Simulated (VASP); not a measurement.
The system is BaTe.

```xyz
2
Lattice="4.2448 0.0000 0.0000 0.0000 4.2448 0.0000 0.0000 0.0000 4.2448" Properties=species:S:1:pos:R:3 pbc="T T T"
Ba    0.0000    0.0000    0.0000
Te    2.1224    2.1224    2.1224
```

Base run:

- Program: VASP 6.6.1
- Functional: r2SCAN
- Potentials or basis: VASP PAW PBE potentials, release 64 (Ba_sv, Te)
- Cutoff: 520 eV
- k mesh: 4 × 4 × 4
- Occupations: gaussian, width 0.5 eV
- Spin: no spin polarisation

Its results: band gap on the k mesh 1.09 eV, indirect (least direct gap 1.37 eV); pressure 0.5 GPa.

Task: The run is repeated on the same cell with these changes: functional from r2SCAN to PBEsol; occupations from gaussian, width 0.5 eV to gaussian, width 0.01 eV. What comes out?

Result: Band gap on the k mesh 0.66 eV, indirect (least direct gap 0.86 eV); pressure -1.2 GPa.

Caveats: the PAW data sets were made with another functional, which shifts forces and pressure a little; spin-orbit coupling is left out, which moves the levels of the heavy elements.

A k mesh can miss the band edges.
